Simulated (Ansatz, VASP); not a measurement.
Two plane-wave programs on PtSe2

```
CELL_PARAMETERS angstrom
3.83455 0.00000 0.00000
-1.91727 3.32082 0.00000
0.00000 0.00000 4.96593
ATOMIC_POSITIONS crystal
Pt 0.00000 0.00000 0.00000
Se 0.66667 0.33333 0.75123
Se 0.33333 0.66667 0.24877
```

Change from the starting cell: equal strain along all axes, cell held, atoms relaxed: +2.0 %.

Alike in both runs: functional PBEsol; k mesh 18 × 18 × 12; occupations gaussian, width 0.1 eV; no spin polarisation.

Ansatz relaxed the structure, and its values are those at the end. VASP's run is a single point on that final structure, the one shown.

|  | VASP | Ansatz |
| --- | --- | --- |
| version | VASP 6.6.1 | Ansatz 0.2.0 |
| potentials or method | VASP PAW PBE potentials, release 64 (Pt, Se), cutoff 520 eV | scalar-relativistic, plane waves, PAW |
| valence electrons in the cell | 22 | 50 |

Ansatz gave:

- gap on the k mesh at the Fermi level (eV): none
- pressure (GPa): -3.8
- rms of the force components (eV/Å): 0.002

Problem. What did VASP give for the same quantities?

Solution. gap on the k mesh at the Fermi level (eV): none; pressure (GPa): -3.8; rms of the force components (eV/Å): 0.007.

VASP's potentials were made for PBE, not for PBEsol. A gap of «none» marks a metal or a gap that the smearing closes. The functional is the same, so the differences come from potentials, cutoffs and numerics. VASP's potentials hold 22 valence electrons a cell and Ansatz's 50, so a difference there can come from the potentials and not from the codes. Ansatz's warnings: stress scf threshold loose.

Neither program's run includes spin-orbit coupling.
